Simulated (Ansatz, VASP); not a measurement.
## NaCl in VASP and in Ansatz

```
CELL_PARAMETERS angstrom
3.50219 0.00000 0.00000
0.00000 3.50219 0.00000
0.00000 0.00000 3.50219
ATOMIC_POSITIONS crystal
Cl 0.50000 0.50000 0.50000
Na 0.00000 0.00000 0.00000
```

Alike in both runs: task single point; functional PBE-based screened hybrid with a share of 0.2 of exact exchange and HFSCREEN = 0.2; k mesh 4 × 4 × 4; occupations fermi-dirac, width 0.05 eV; no spin polarisation.

```csv
,VASP,Ansatz
version,VASP 6.6.1,Ansatz 0.2.0
potentials or method,"VASP PAW PBE potentials, release 64 (Cl, Na_pv)",Ansatz PAW
plane-wave cutoff (eV),520,420
valence electrons in the cell,14,16
```

```csv
,VASP,Ansatz,Ansatz less VASP
gap on the k mesh at the Fermi level (eV),5.04,5.04,+0.006
least direct gap on the mesh (eV),5.56,5.57,+0.006
pressure (GPa),-0.3,-0.3,+0.02
```

VASP's potentials were made for PBE, not for PBE-based screened hybrid. VASP's potentials hold 14 valence electrons a cell and Ansatz's 16, so a difference there can come from the potentials and not from the codes.

The k mesh is coarse, so the values compare programs but aren't converged.
